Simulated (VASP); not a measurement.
A run of VASP 6.6.1 is set up as follows.

INCAR

```
SYSTEM = TiSi2
  ALGO = Normal
  EDIFF = 1E-8
  ENCUT = 520
  GGA = PS
  ISIF = 2
  ISMEAR = -1
  LASPH = .TRUE.
  LCHARG = .FALSE.
  LEFG = .TRUE.
  LREAL = .FALSE.
  LWAVE = .FALSE.
  NBANDS = 29
  NELM = 60
  PREC = Accurate
  SIGMA = 0.08
```

The input KPOINTS:

```
k-points
0
G
  8 8 8
  0 0 0
```

File POSCAR:

```
TiSi2
1.0
    0.0000000000      4.0623445288      4.2039051019
    2.3542460462      0.0000000000      4.2039051019
    2.3542460462      4.0623445288      0.0000000000
Ti Si
2 4
Direct
    0.7500000000      0.7500000000      0.7500000000
    0.5000000000      0.5000000000      0.5000000000
    0.0830000000      0.4170000000      0.0830000000
    0.4170000000      0.0830000000      0.4170000000
    0.1670000000      0.8330000000      0.1670000000
    0.8330000000      0.1670000000      0.8330000000
```

Potentials or basis: VASP PAW PBE potentials, release 64 (Ti_sv, Si).

The run is started by

```sh
$ cat potpaw_PBE.64/Ti_sv/POTCAR potpaw_PBE.64/Si/POTCAR > POTCAR
$ mpirun -np 1 vasp_std > vasp.out
```

(1) What does it give for the largest force?

(2) Predict the band gap on the k mesh.

(3) What does it give for the pressure?

Answers

(1) 0.183 eV/Å.

(2) zero (bands 20 and 21 overlap by 1.93 eV).

(3) 5.0 GPa.

Caveat: the cell stands under pressure; without QUAD_EFG the Cq values of the log hold for a quadrupole moment of 1 mb, not for the nuclei; the PAW data sets were made with another functional, which shifts forces and pressure a little.
